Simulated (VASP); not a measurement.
# WSe2 in VASP: notebook

Runs on WSe2. Level: PBE+D3(BJ). Tasks: single point.

Program: VASP 6.6.1. These are calculated values, not measurements. Logs are shortened: lines on timing, memory, paths and dates and some standing lists are left out, and cuts for length are marked.

### Step 1. The cell of the first run

The structure is monoclinic, space group Cm (No. 8). Conventional cell: a = 5.679 Å, b = 3.279 Å, c = 14.019 Å, α = 90.00°, β = 91.93°, γ = 90.00°. Within 3.3 Å of W (site symmetry m) lie 6 Se at 2.53 Å and 6 W at 3.28 Å. W (site symmetry m) has 6 Se at 2.53 Å and 6 W at 3.28 Å within 3.3 Å. Se (site symmetry m) has 3 W at 2.53 Å and 6 Se at 3.28 Å within 3.3 Å. Se (site symmetry m) has 3 W at 2.53 Å and 6 Se at 3.28 Å within 3.3 Å. Se (site symmetry m) has 3 W at 2.53 Å and 6 Se at 3.28 Å within 3.3 Å. Se (site symmetry m) has 3 W at 2.53 Å and 6 Se at 3.28 Å within 3.3 Å.

### Step 2. Single point, PBE+D3(BJ)

The input, INCAR:

```
SYSTEM = WSe2
  PREC = Accurate
  ENCUT = 520
  EDIFF = 1E-6
  ISMEAR = 0
  SIGMA = 0.05
  LREAL = .False.
  LASPH = .True.
  NELM = 80
  ALGO = Normal
  ISIF = 2
  LWAVE = .False.
  LCHARG = .False.
  GGA = PE
  IVDW = 12
  NBANDS = 35
```

The input, KPOINTS:

```
Automatic mesh
0
Gamma
  9 9 2
  0 0 0
```

The input, POSCAR:

```
WSe2
1.0
   -3.2789854852      0.0000000000      0.0000000000
   -1.6394927426     -2.8396847288      0.0000000000
   -0.4098731856     -0.2366403941     14.0112373504
W Se
2 4
Direct
   -0.0625000000     -0.0625000000      0.7500000000
   -0.0208333333     -0.0208333333      0.2500000000
    0.2608102978      0.2608102978      0.8702764262
    0.3024769645      0.3024769645      0.3702764262
    0.3225230355      0.3225230355      0.1297235738
    0.2808563688      0.2808563688      0.6297235738
```

Potentials or basis: VASP PAW PBE potentials, release 64 (W_sv, Se).

Command:

```bash
$ cat potpaw_PBE.64/W_sv/POTCAR potpaw_PBE.64/Se/POTCAR > POTCAR
$ mpirun -np 1 vasp_std > vasp.out
```

OUTCAR:

```text
SYSTEM = WSe2
   PREC = Accurate
   ENCUT = 520
   EDIFF = 1E-6
   ISMEAR = 0
   LREAL = .False.
   LASPH = .True.
   NELM = 80
   ISIF = 2
   GGA = PE
   IVDW = 12
 IVDW          = 12

 ion  position               nearest neighbor table
   1  0.938  0.938  0.750-   6 2.53   3 2.53   3 2.53   3 2.53   6 2.53   6 2.53
   2  0.979  0.979  0.250-   5 2.53   4 2.53   4 2.53   4 2.53   5 2.53   5 2.53
   3  0.261  0.261  0.870-   1 2.53   1 2.53   1 2.53
   4  0.302  0.302  0.370-   2 2.53   2 2.53   2 2.53
   5  0.323  0.323  0.130-   2 2.53   2 2.53   2 2.53
   6  0.281  0.281  0.630-   1 2.53   1 2.53   1 2.53

  LATTYP: Found a base centered monoclinic cell.
 ALAT       =     5.6793694576
 B/A-ratio  =     0.5773502692
 C/A-ratio  =     2.4684480506
 COS(beta)  =    -0.0337594033

  Lattice vectors:

 A1 = (   3.2789854852,   0.0000000000,   0.0000000000)
 A2 = (   1.6394927426,   2.8396847288,   0.0000000000)
 A3 = (  -0.4098731856,  -0.2366403941,  14.0112373504)

Analysis of symmetry for initial positions (statically):
=====================================================================
 Subroutine PRICEL returns:
 Original cell was already a primitive cell.

 Routine SETGRP: Setting up the symmetry group for a
 base centered monoclinic supercell.

 Subroutine GETGRP returns: Found  2 space group operations
 (whereof  2 operations were pure point group operations)
 out of a pool of  4 trial point group operations.

The static configuration has the point symmetry C_1h.

Analysis of symmetry for dynamics (positions and initial velocities):
=====================================================================
 Subroutine PRICEL returns:
 Original cell was already a primitive cell.

 Routine SETGRP: Setting up the symmetry group for a
 base centered monoclinic supercell.

 Subroutine GETGRP returns: Found  2 space group operations
 (whereof  2 operations were pure point group operations)
 out of a pool of  4 trial point group operations.

The dynamic configuration has the point symmetry C_1h.

 Subroutine INISYM returns: Found  2 space group operations
 (whereof  2 operations are pure point group operations),
 and found     1 'primitive' translations

----------------------------------------------------------------------------------------

                                     Primitive cell

  volume of cell :     130.4626

  direct lattice vectors                    reciprocal lattice vectors
    -3.278985485  0.000000000  0.000000000    -0.304972378  0.176075884 -0.005947607
    -1.639492743 -2.839684729  0.000000000     0.000000000 -0.352151769 -0.005947607
    -0.409873186 -0.236640394 14.011237350     0.000000000  0.000000000  0.071371284

  length of vectors
     3.278985485  3.278985485 14.019228466     0.352201991  0.352201991  0.071371284

  position of ions in fractional coordinates (direct lattice)
     0.937500000  0.937500000  0.750000000
     0.979166667  0.979166667  0.250000000
     0.260810298  0.260810298  0.870276426
     0.302476965  0.302476965  0.370276426
     0.322523035  0.322523035  0.129723574
     0.280856369  0.280856369  0.629723574

  ion indices of the primitive-cell ions
   primitive index   ion index
                 1           1
                 2           2
                 3           3
                 4           4
                 5           5
                 6           6

----------------------------------------------------------------------------------------

 KPOINTS: Automatic mesh

Automatic generation of k-mesh.
 Grid dimensions read from file:
 generate k-points for:    9    9    2

 Generating k-lattice:

  Cartesian coordinates                     Fractional coordinates (reciprocal lattice)
    -0.033885820  0.019563987 -0.000660845     0.111111111  0.000000000  0.000000000
     0.000000000 -0.039127974 -0.000660845     0.000000000  0.111111111 -0.000000000
     0.000000000  0.000000000  0.035685642     0.000000000  0.000000000  0.500000000

  Length of vectors
     0.039133555  0.039133555  0.035685642

  Shift w.r.t. Gamma in fractional coordinates (k-lattice)
     0.000000000  0.000000000  0.000000000

 Subroutine IBZKPT returns following result:
 ===========================================

 Found     50 irreducible k-points:

 Following reciprocal coordinates:
            Coordinates               Weight
  0.000000  0.000000  0.000000      1.000000
  0.111111  0.000000  0.000000      4.000000
  0.222222  0.000000  0.000000      4.000000
  0.333333  0.000000  0.000000      4.000000
  0.444444  0.000000  0.000000      4.000000
  0.111111  0.111111 -0.000000      2.000000
[... 16 lines left out ...]
 -0.333333  0.333333 -0.000000      2.000000
  0.444444  0.444444  0.000000      2.000000
 [... further k-points ...]
   k-points           NKPTS =     50   k-points in BZ     NKDIM =     50   number of bands    NBANDS=     35
   number of dos      NEDOS =    301   number of ions     NIONS =      6
[... 31 lines left out ...]
   ISMEAR =     0;   SIGMA  =   0.05  broadening in eV -4-tet -1-fermi 0-gaus
   EFERMI_NEDOS =   21; number of points for ismear=-14 and -15
   IALGO  =     38    algorithm
   IMIX   =      4    mixing-type and parameters
     AMIX     =   0.40;   BMIX     =  1.00
     AMIX_MAG =   1.60;   BMIX_MAG =  1.00
  volume/ion in A,a.u.               =      21.74       146.73
  Fermi-wavevector in a.u.,A,eV,Ry     =   1.204797  2.276736 19.749347  1.451536
  Thomas-Fermi vector in A             =   2.340512
   LORBIT       =      0    0 simple, 1 ext, 2 COOP (PROOUT), +10 PAW based schemes
   GGA     = PE    functional components
   LHFCALC =     F    Hartree Fock is set to
   AEXX    =    0.0000 exact exchange contribution
   IVDW    =    12    specifies the selected vdW correction
   LEPSILON=     F    determine dielectric tensor
   LRPA    =     F    only Hartree local field effects (RPA)
 non-spin polarized calculation
 Gauss-broadening in eV      SIGMA  =   0.05
  energy-cutoff  :      520.00
  volume of cell :      130.46
 maximum number of plane-waves:      3552
   NGX = 13   NGY = 13   NGZ = 53

 number of electron      52.0000006 magnetization

 Free energy of the ion-electron system (eV)
  ---------------------------------------------------
  ext. energy  EPLUGINS =         0.00000000
  ---------------------------------------------------
  free energy    TOTEN  =       -43.11957723 eV

  energy without entropy =      -43.11957723  energy(sigma->0) =      -43.11957723

 E-fermi :   5.6780     XC(G=0): -10.2282

 val. band max:        5.2966152685   @ k =   0.0000   0.0000   0.0000
 cond. band min:       6.6361120020   @ k =  -0.2222   0.1111  -0.0000
 fundamental gap:      1.3394967336
 Fermi energy:         5.6779816490

 k-point     1 :       0.0000    0.0000    0.0000
  band No.  band energies     occupation
      1     -68.7907      2.00000
      2     -68.7904      2.00000
      3     -33.0443      2.00000
      4     -33.0441      2.00000
      5     -32.9008      2.00000
      6     -32.9006      2.00000
[... 27 lines left out ...]
     34       8.4524      0.00000
     35       9.9093      0.00000

 k-point     2 :       0.1111    0.0000    0.0000
  band No.  band energies     occupation
      1     -68.7895      2.00000
      2     -68.7892      2.00000
      3     -33.0390      2.00000
      4     -33.0387      2.00000
      5     -32.9290      2.00000
      6     -32.9289      2.00000
[... 27 lines left out ...]
     34       8.5877      0.00000
     35      10.7973      0.00000

 k-point     3 :       0.2222    0.0000    0.0000
  band No.  band energies     occupation
      1     -68.7863      2.00000
      2     -68.7860      2.00000
      3     -33.0253      2.00000
      4     -33.0250      2.00000
      5     -33.0003      2.00000
      6     -33.0002      2.00000
[... 27 lines left out ...]
     34       9.1587      0.00000
     35      11.4202      0.00000
[... 723 lines left out ...]
 k-point    23 :      -0.3333    0.3333   -0.0000
  band No.  band energies     occupation
      1     -68.7786      2.00000
      2     -68.7783      2.00000
      3     -33.0790      2.00000
      4     -33.0787      2.00000
      5     -33.0551      2.00000
      6     -33.0549      2.00000
[... 27 lines left out ...]
     34      10.2767      0.00000
     35      10.6362      0.00000

 k-point    24 :       0.4444    0.4444    0.0000
  band No.  band energies     occupation
      1     -68.7803      2.00000
      2     -68.7800      2.00000
      3     -33.1320      2.00000
      4     -33.1314      2.00000
      5     -32.9995      2.00000
      6     -32.9992      2.00000
[... 27 lines left out ...]
     34       9.6149      0.00000
     35       9.7592      0.00000

 [... further k-points ...]

------------------------ aborting loop because EDIFF is reached ----------------------------------------

 Edisp (eV)   -2.59210

 E8    (eV) :    -1.1558

  FORCE on cell =-STRESS in cart. coord.  units (eV):
  Direction    XX          YY          ZZ          XY          YZ          ZX
  --------------------------------------------------------------------------------------
  -------------------------------------------------------------------------------------
  Total       0.21840     0.20899     0.19188     0.00815    -0.06963    -0.12060
  in kB       2.68217     2.56659     2.35638     0.10009    -0.85507    -1.48102
  external pressure =        2.54 kB  Pullay stress =        0.00 kB

 VOLUME and BASIS-vectors are now :
 -----------------------------------------------------------------------------
  energy-cutoff  :      520.00
  volume of cell :      130.46
      direct lattice vectors                 reciprocal lattice vectors
    -3.278985485  0.000000000  0.000000000    -0.304972378  0.176075884 -0.005947607
    -1.639492743 -2.839684729  0.000000000     0.000000000 -0.352151769 -0.005947607
    -0.409873186 -0.236640394 14.011237350     0.000000000  0.000000000  0.071371284

 POSITION                                       TOTAL-FORCE (eV/Angst)
 -----------------------------------------------------------------------------------
     -4.91848     -2.83968     10.50843         0.006074      0.003507      0.004983
     -4.91848     -2.83968      3.50281        -0.005814     -0.003357     -0.004731
     -1.63949     -0.94656     12.19365         0.021948      0.012671      0.069357
     -1.63949     -0.94656      5.18803         0.000543      0.000314      0.047733
     -1.63949     -0.94656      1.81759        -0.022653     -0.013079     -0.069535
     -1.63949     -0.94656      8.82321        -0.000098     -0.000056     -0.047806
 -----------------------------------------------------------------------------------
    total drift:                               -0.000003     -0.000002      0.000415

  FREE ENERGIE OF THE ION-ELECTRON SYSTEM (eV)
  ---------------------------------------------------
  free  energy   TOTEN  =       -45.7116798462 eV

  energy  without entropy=      -45.7116798462  energy(sigma->0) =      -45.71167985
```

Run time: 5.7 min. Hardware: 1 thread of AMD EPYC 7R13, shared host; peak memory 0.33 GiB.

Results:

```yaml
Free_energy: -45.7117 eV
Pressure: 0.3 GPa
Largest_force: 0.074 eV/Å
Band_gap_on_the_k_mesh: 1.34 eV, indirect (least direct gap 1.64 eV)
Dispersion_energy_per_atom: -0.432 eV
```

Forces on the atoms (eV/Å):
```
W    0.006  0.004  0.005
W   -0.006 -0.003 -0.005
Se   0.022  0.013  0.069
Se   0.001  0.000  0.048
Se  -0.023 -0.013 -0.070
Se   0.000  0.000 -0.048
```

Caveat: spin-orbit coupling is left out, which moves the levels of the heavy elements.

### Step 3. Single point, PBE+D3(BJ)

The input, INCAR:

```
SYSTEM = WSe2
PREC = Accurate ; ENCUT = 520
EDIFF = 1E-6 ; ISMEAR = 0
SIGMA = 0.05 ; LREAL = .False.
LASPH = .True. ; NELM = 100
ALGO = Normal ; ISIF = 2
LWAVE = .False. ; LCHARG = .False.
GGA = PE ; IVDW = 12
NBANDS = 35
```

KPOINTS is that of step 2.

The input, POSCAR:

```
WSe2
1.0
   -3.2789854852      0.0000000000      0.0000000000
   -1.6394927426     -2.8396847288      0.0000000000
   -1.2296195569     -0.7099211822     14.0112373504
W Se
2 4
Direct
   -0.1875000000     -0.1875000000      0.7500000000
   -0.0625000000     -0.0625000000      0.2500000000
    0.1157642268      0.1157642268      0.8702764262
    0.2407642268      0.2407642268      0.3702764262
    0.3009024399      0.3009024399      0.1297235738
    0.1759024399      0.1759024399      0.6297235738
```

Potentials or basis: VASP PAW PBE potentials, release 64 (W_sv, Se).

Command:

```bash
$ cat potpaw_PBE.64/W_sv/POTCAR potpaw_PBE.64/Se/POTCAR > POTCAR
$ mpirun -np 1 vasp_std > vasp.out
```

Wall time 6.8 min (1 thread of AMD EPYC 7R13, shared host); peak memory 0.33 GiB.

The run converged. Its results:

```
Free energy                : -45.7451 eV
Pressure                   : 0.1 GPa
Largest force              : 0.156 eV/Å
Band gap on the k mesh     : 1.37 eV, indirect (least direct gap 1.65 eV)
Dispersion energy per atom : -0.432 eV
```

Forces on the atoms (eV/Å):
```
W    0.004  0.003  0.026
W   -0.004 -0.002 -0.021
Se   0.014  0.008  0.151
Se   0.001  0.000  0.046
Se  -0.016 -0.009 -0.155
Se   0.000  0.000 -0.047
```

Stress tensor (GPa, compression positive):
```
 0.28  0.02 -0.10
 0.02  0.25 -0.06
-0.10 -0.06 -0.32
```

Levels at points of the mesh, in eV from the valence-band top:
| k point | band 23 | band 24 | band 25 | band 26 | band 27 | band 28 | band 29 | band 30 |
| --- | --- | --- | --- | --- | --- | --- | --- | --- |
| (0.00, 0.00, 0.00) | -1.20 | -1.20 | -0.87 | 0.00 | 2.93 | 2.94 | 2.96 | 2.98 |
| (0.00, 0.00, 0.50) | -1.20 | -1.19 | -0.28 | -0.23 | 2.92 | 2.93 | 2.98 | 3.00 |

Caveat: spin-orbit coupling is left out, which moves the levels of the heavy elements.

### Step 4. Single point, PBE+D3(BJ)

The input, INCAR:

```
PREC = Accurate
ENCUT = 520
EDIFF = 1E-6
ISMEAR = 0
SIGMA = 0.05
LREAL = F
LASPH = T
NELM = 100
ALGO = Normal
ISIF = 2
LWAVE = F
LCHARG = F
GGA = PE
IVDW = 12
NBANDS = 35
```

The input, KPOINTS:

```
regular mesh
0
Gamma
  9 9 2
```

The input, POSCAR:

```
WSe2
1.0
   -3.2789854852      0.0000000000      0.0000000000
   -1.6394927426     -2.8396847288      0.0000000000
   -0.5464975809     -0.4732807881     14.0112373504
W Se
2 4
Direct
   -0.0625000000     -0.1250000000      0.7500000000
   -0.0208333333     -0.0416666667      0.2500000000
    0.2608102978      0.1882872623      0.8702764262
    0.3024769645      0.2716205956      0.3702764262
    0.3225230355      0.3117127377      0.1297235738
    0.2808563688      0.2283794044      0.6297235738
```

Command:

```bash
$ cat potpaw_PBE.64/W_sv/POTCAR potpaw_PBE.64/Se/POTCAR > POTCAR
$ mpirun -np 1 vasp_std > vasp.out
```

It took 4.9 min on 1 thread of Intel Xeon 6975P-C, shared host; peak memory 0.45 GiB.

It converged, with:

```
Free energy                : -45.7209 eV
Pressure                   : 0.2 GPa
Largest force              : 0.099 eV/Å
Band gap on the k mesh     : 1.35 eV, indirect (least direct gap 1.64 eV)
Dispersion energy per atom : -0.432 eV
```

Forces in eV/Å, atoms in the order of the input:
```
W    0.007  0.006  0.011
W   -0.006 -0.006 -0.010
Se   0.023  0.021  0.093
Se   0.001  0.000  0.047
Se  -0.025 -0.021 -0.093
Se   0.000  0.000 -0.047
```

Stress tensor (GPa, compression positive):
```
 0.27  0.02 -0.16
 0.02  0.26 -0.14
-0.16 -0.14  0.08
```

Levels at points of the mesh, in eV from the valence-band top:
```csv
k point,band 24,band 25,band 26,band 27,band 28,band 29
"(0.00, 0.00, 0.00)",-1.21,-0.89,0.00,2.91,2.92,2.97
"(0.00, 0.00, 0.50)",-1.21,-0.27,-0.25,2.92,2.93,2.94
```

Caveat: spin-orbit coupling is left out, which moves the levels of the heavy elements. A k mesh can miss the band edges.

### Step 5. Single point, PBE+D3(BJ)

The input, INCAR:

```
PREC     = Accurate       # precision mode
ENCUT    = 520            # plane-wave cutoff, eV
EDIFF    = 1E-6           # SCF threshold, eV
ISMEAR   = 0              # smearing method
SIGMA    = 0.05           # smearing width, eV
LREAL    = False          # projectors in reciprocal space
LASPH    = True           # aspherical terms in the spheres
NELM     = 80             # most SCF steps
ALGO     = Normal         # electronic algorithm
ISIF     = 2              # what is computed and relaxed
LWAVE    = False          # write WAVECAR
LCHARG   = True           # write CHGCAR
GGA      = PE             # functional
IVDW     = 12             # dispersion correction
LELF     = True           # ELF
LVHAR    = True         
NBANDS   = 35             # bands
```

KPOINTS is that of step 4.

The input, POSCAR:

```
WSe2
1.0
   -3.2789854852      0.0000000000      0.0000000000
   -1.6394927426     -2.8396847288      0.0000000000
   -0.8197463713     -0.4732807881     14.0112373504
W Se
2 4
Direct
   -0.1250000000     -0.1250000000      0.7500000000
   -0.0416666667     -0.0416666667      0.2500000000
    0.1882872623      0.1882872623      0.8702764262
    0.2716205956      0.2716205956      0.3702764262
    0.3117127377      0.3117127377      0.1297235738
    0.2283794044      0.2283794044      0.6297235738
```

Command:

```bash
$ cat potpaw_PBE.64/W_sv/POTCAR potpaw_PBE.64/Se/POTCAR > POTCAR
$ mpirun -np 1 vasp_std > vasp.out
```

Wall time 2.6 min (1 thread of AMD EPYC 9R45 (Zen 5), shared host); peak memory 0.33 GiB.

Results (log left out):

* Free energy: -45.7299 eV
* Pressure: 0.2 GPa
* Largest force: 0.121 eV/Å
* Band gap on the k mesh: 1.36 eV, indirect (least direct gap 1.65 eV)
* Dispersion energy per atom: -0.432 eV

Forces on the atoms (eV/Å):
```
W    0.008  0.004  0.016
W   -0.007 -0.004 -0.014
Se   0.026  0.015  0.115
Se   0.001  0.001  0.046
Se  -0.028 -0.016 -0.116
Se   0.000  0.000 -0.047
```

Stress tensor (GPa, compression positive):
```
 0.28  0.03 -0.18
 0.03  0.25 -0.10
-0.18 -0.10 -0.07
```

Levels at points of the mesh, in eV from the valence-band top:
```
           k point  band 24  band 25  band 26  band 27  band 28  band 29
(0.00, 0.00, 0.00)    -1.20    -0.88     0.00     2.92     2.93     2.97
(0.00, 0.00, 0.50)    -1.20    -0.27    -0.24     2.92     2.93     2.96
```

Caveat: spin-orbit coupling is left out, which moves the levels of the heavy elements.

### Step 6. Overview

```tsv
cell	gap on the mesh (eV)	pressure (GPa)	largest force (eV/Å)
a = 3.279, b = 3.279, c = 14.019 Å, angles 88.3, 88.3, 60.0°, 6 atoms	1.34	0.3	0.07
a = 3.279, b = 3.279, c = 14.083 Å, angles 85.0, 85.0, 60.0°, 6 atoms	1.37	0.1	0.16
a = 3.279, b = 3.279, c = 14.030 Å, angles 87.2, 87.8, 60.0°, 6 atoms	1.35	0.2	0.10
a = 3.279, b = 3.279, c = 14.043 Å, angles 86.7, 86.7, 60.0°, 6 atoms	1.36	0.2	0.12
```

Alike in all rows: task single point; level PBE+D3(BJ); potentials or basis VASP PAW PBE potentials, release 64 (W_sv, Se); no spin polarisation; k mesh 9 × 9 × 2; cutoff (eV) 520; smearing gaussian 0.05 eV.

Caveats: spin-orbit coupling is left out, which moves the levels of the heavy elements.

Total energies depend on the potentials used, so only differences within one code and one set of settings carry meaning.
